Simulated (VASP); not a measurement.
## Sn: single point with r2SCAN

The system is Sn.

```
Sn
1.0
     0.00000    3.34760    3.34760
     3.34760    0.00000    3.34760
     3.34760    3.34760    0.00000
Sn
2
Cartesian
  0.0000 0.0000 0.0000
  1.6738 1.6738 1.6738
```

This isn't the form of Sn at room conditions, which is tetragonal (white tin).

```yaml
Program: VASP 6.6.1
Task: single point
Functional: r2SCAN
Potentials_or_basis: VASP PAW PBE potentials, release 64 (Sn_d)
Cutoff: 520 eV
k_mesh: 12 × 12 × 12
Occupations: gaussian, width 0.1 eV
Spin: no spin polarisation
Dipole_correction: no
Further_INCAR_settings: ALGO = Normal; EDIFF = 1e-07; NBANDS = 21
```

```
Pressure               : -2.2 GPa
Band gap on the k mesh : zero (bands 14 and 15 overlap by 0.06 eV)
```

Levels at points of the mesh, in eV from the Fermi level:
```csv
k point,band 12,band 13,band 14,band 15,band 16,band 17
"(0.00, 0.00, 0.00)",-0.99,0.05,0.05,0.05,2.25,2.25
"(0.50, 0.00, 0.00)",-6.21,-1.08,-1.08,-0.01,3.37,3.37
"(0.50, 0.50, 0.00)",-7.50,-2.33,-2.33,1.05,1.05,7.59
```

Wall time 2.5 min on 1 thread of Intel(R) Xeon(R) 6975P-C (Granite Rapids), with other jobs on the host, peak memory 0.27 GiB.

Caveat: the PAW data sets were made with another functional, which shifts forces and pressure a little; spin-orbit coupling is left out, which moves the levels of the heavy elements.
